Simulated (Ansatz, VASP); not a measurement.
## ZrPdSe4 in VASP and in Ansatz

INCAR

```
ALGO     = Normal         # electronic algorithm
EDIFF    = 1E-7           # SCF threshold, eV
EDIFFG   = -0.04          # ionic threshold
ENCUT    = 600            # plane-wave cutoff, eV
GGA      = PE             # functional
IBRION   = 2              # ionic algorithm
ISIF     = 3              # what is computed and relaxed
ISMEAR   = 0              # smearing method
LASPH    = T              # aspherical terms in the spheres
LCHARG   = F              # write CHGCAR
LREAL    = F              # projectors in reciprocal space
LWAVE    = F              # write WAVECAR
NELM     = 80             # most SCF steps
NSW      = 90             # ionic steps
PREC     = Accurate       # precision mode
SIGMA    = 0.1            # smearing width, eV
```

Contents of KPOINTS:

```
k-points
0
Gamma
  6 6 2
```

Contents of POSCAR:

```
ZrPdSe4
1.0
    3.9846441600      0.0000000000      0.0000000000
   -1.9923220800      3.4508030700      0.0000000000
    0.0000000000      0.0000000000      8.8476038100
Zr Pd Se
1 1 4
Direct
    0.0000000000      0.0000000000      0.5000000000
    0.0000000000      0.0000000000      0.0000000000
    0.6666666700      0.3333333300      0.2336920100
    0.3333333300      0.6666666700      0.7663079900
    0.3333333300      0.6666666700      0.2336920100
    0.6666666700      0.3333333300      0.7663079900
```

Input for Ansatz:

```yaml
crystal:
  lattice:
    - [3.98464416, 0.0, 0.0]
    - [-1.99232208, 3.45080307, 0.0]
    - [0.0, 0.0, 8.84760381]
  atoms:
    - { symbol: Zr, position: [0.0, 0.0, 0.5] }
    - { symbol: Pd, position: [0.0, 0.0, 0.0] }
    - { symbol: Se, position: [0.66666667, 0.33333333, 0.23369201] }
    - { symbol: Se, position: [0.33333333, 0.66666667, 0.76630799] }
    - { symbol: Se, position: [0.33333333, 0.66666667, 0.23369201] }
    - { symbol: Se, position: [0.66666667, 0.33333333, 0.76630799] }
basis:
  ecutwfc: 420
kpoints:
  mp_grid: { grid: [6, 6, 2] }
hamiltonian:
  xc: pbe
scf:
  occupations: { method: gaussian, width: 0.1 }
  lower_state_search: "off"
output:
  forces: true
  stress: true
  eigenvalues: true
relax:
  adjacent_minimum: "off"
  f_tol: 0.04
  max_steps: 70
  cell: { stress_tol: 0.4 }
```

Change from the starting cell: species swapped into the MgAlB4 type (P6/mmm, No. 191).

Alike in both runs: task relaxation of cell and atoms; functional PBE; k mesh 6 × 6 × 2; occupations gaussian, width 0.1 eV; no spin polarisation.

|  | VASP | Ansatz |
| --- | --- | --- |
| version | VASP 6.6.1 | Ansatz 0.2.0 |
| potentials or method | VASP PAW PBE potentials, release 64 (Zr_sv, Pd, Se), cutoff 600 eV | scalar-relativistic, plane waves, PAW |
| valence electrons in the cell | 46 | 94 |

```csv
,VASP,Ansatz,Ansatz less VASP
"gap on the k mesh at the Fermi level, each at its own relaxed structure (eV)",none,none,-
relaxed volume (Å³/atom),19.91,19.87,-0.034
relaxed length of the cell vector where the two differ most in proportion (Å),5.675,5.671,-0.0035
```

A gap of «none» marks a metal or a gap that the smearing closes. VASP's potentials hold 46 valence electrons a cell and Ansatz's 94, so a difference there can come from the potentials and not from the codes.
